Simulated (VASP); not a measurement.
Wanted: the native input for a VASP 6.6.1 run.

```
Task                   : single point
Functional             : PBEsol
Potentials or basis    : VASP PAW PBE potentials, release 64 (Zn, Ir)
Cutoff                 : 500 eV
k mesh                 : 4 × 4 × 3
Occupations            : methfessel-paxton, width 0.1 eV
Spin                   : no spin polarisation
Dipole correction      : no
Further INCAR settings : ALGO = Normal; EDIFF = 1e-06; NBANDS = 18
```

The structure of ZnIr lies in POSCAR:

```
ZnIr
1.0
    2.7771790600      0.0000000000      0.0000000000
   -1.3885895300      2.4051076200      0.0000000000
    0.0000000000      0.0000000000      4.1638620700
Zn Ir
1 1
Direct
    0.6666666667      0.3333333333      0.5000000000
    0.0000000000      0.0000000000      0.0000000000
```

These files were run (other wordings do the same):

INCAR

```
ALGO = Normal ; EDIFF = 1E-6
ENCUT = 500 ; GGA = PS
GGA_COMPAT = F ; ISIF = 2
ISMEAR = 1 ; LASPH = T
LCHARG = T ; LELF = T
LREAL = F ; LVHAR = T
LWAVE = F ; NBANDS = 18
NELM = 120 ; PREC = Accurate
SIGMA = 0.1
```

KPOINTS

```
k-points
0
Gamma
  4 4 3
```

Potentials or basis: VASP PAW PBE potentials, release 64 (Zn, Ir).

Run with:

```sh
$ cat potpaw_PBE.64/Zn/POTCAR potpaw_PBE.64/Ir/POTCAR > POTCAR
$ mpirun -np 1 vasp_std > vasp.out
```

Results of the run:

```json
{
 "Pressure": "-4.0 GPa"
}
```

Caveat: the k points lie up to 0.65 Å⁻¹ apart; the PAW data sets were made with another functional, which shifts forces and pressure a little.

Run time: 7.2 s on 1 thread of Intel Xeon 8259CL, with other jobs on the host, peak memory 0.14 GiB.
